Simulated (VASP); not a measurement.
SnSe, 4 atoms in the cell. It takes space group P4/nmm (No. 129, tetragonal). The conventional cell has a = 4.616 Å, b = 4.616 Å, c = 9.471 Å, α = 90.00°, β = 90.00°, γ = 90.00°. Within 3.1 Å of Sn (site symmetry 4mm) lie 1 Se at 2.31 Å. Se (site symmetry 4mm) has 1 Sn at 2.31 Å within 3.1 Å.  This cell differs from its parent crystal: ratio of the length along z to the lengths across it x 0.8, volume and fractional coordinates fixed.

- Program: VASP 6.6.1
- Task: single point
- Functional: r2SCAN
- Potentials or basis: VASP PAW PBE potentials, release 64 (Sn_d, Se)
- Cutoff: 520 eV
- k mesh: 8 × 8 × 4
- Occupations: gaussian, width 0.05 eV
- Spin: no spin polarisation
- Dipole correction: no
- Further INCAR settings: ALGO = Normal; EDIFF = 1e-06; NBANDS = 28

Potentials or basis: VASP PAW PBE potentials, release 64 (Sn_d, Se).

The run is started by

```sh
$ cat potpaw_PBE.64/Sn_d/POTCAR potpaw_PBE.64/Se/POTCAR > POTCAR
$ cp INCAR.step1 INCAR
$ mpirun -np 1 vasp_std > vasp.out
$ cp INCAR.step2 INCAR
$ mpirun -np 1 vasp_std > vasp.out
```

Hardware: 1 thread of AMD EPYC 9R45 96-Core Processor (Zen 5), with other jobs on the host.

Problem. Estimate the wall time of this run.

Solution. It took 7.9 min on 1 thread of AMD EPYC 9R45 96-Core Processor (Zen 5), on a shared host, peak memory 0.43 GiB. Counts: k points 45.
